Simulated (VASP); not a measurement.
Ag: relaxation of cell and atoms with PBEsol

Crystal: Ag.

```
Ag
1.0
     0.00000    2.04275    2.04275
     2.04275    0.00000    2.04275
     2.04275    2.04275    0.00000
Ag
1
Direct
  0.00000 0.00000 0.00000
```

| Item | Value |
| --- | --- |
| Program | VASP 6.6.1 |
| Task | relaxation of cell and atoms |
| Functional | PBEsol |
| Potentials or basis | VASP PAW PBE potentials, release 64 (Ag) |
| Cutoff | 500 eV |
| k mesh | 9 × 9 × 9 |
| Occupations | methfessel-paxton, width 0.05 eV |
| Spin | no spin polarisation |
| Dipole correction | no |
| Further INCAR settings | ALGO = Normal; EDIFF = 1e-07; IBRION = 2; EDIFFG = -0.03; NSW = 50; ISIF = 3 |

```yaml
Relaxed_volume: 16.60 Å³/atom
Relaxed_cell: a = 2.864 Å, b = 2.864 Å, c = 2.864 Å, α = 60.00°, β = 60.00°, γ = 60.00°
Space_group_after_relaxing_to_0.05_Å: Fm-3m (No. 225)
Energy_gained_by_relaxing: 4.2 meV/atom
Ionic_steps: 3
Pressure_after_relaxing: 0.0 GPa
```

Step by step:
```csv
step,energy change (eV),largest force (eV/Å),pressure (GPa),volume (Å³)
1,0.0000,0.0000,-2.92,17.05
2,-0.0019,0.0000,2.39,16.29
3,-0.0042,0.0000,0.00,16.60
```

Final structure:
```cif
data_structure
_symmetry_space_group_name_H-M 'P 1'
_symmetry_Int_Tables_number 1
_cell_length_a 2.8636
_cell_length_b 2.8636
_cell_length_c 2.8636
_cell_angle_alpha 60.000
_cell_angle_beta 60.000
_cell_angle_gamma 60.000
_cell_volume 16.60
loop_
_atom_site_label
_atom_site_type_symbol
_atom_site_fract_x
_atom_site_fract_y
_atom_site_fract_z
_atom_site_occupancy
Ag1 Ag 0.00000 0.00000 0.00000 1
```

Levels at points of the mesh, in eV from the Fermi level:
```
           k point  band 3  band 4  band 5  band 6  band 7  band 8  band 9
(0.00, 0.00, 0.00)   -5.23   -5.23   -4.13   -4.13   15.69   19.41   19.41
```

It took 22 s on 1 thread of Intel Xeon 8259CL, with other jobs on the host, peak memory 0.15 GiB.

Caveat: the PAW data sets were made with another functional, which shifts forces and pressure a little.
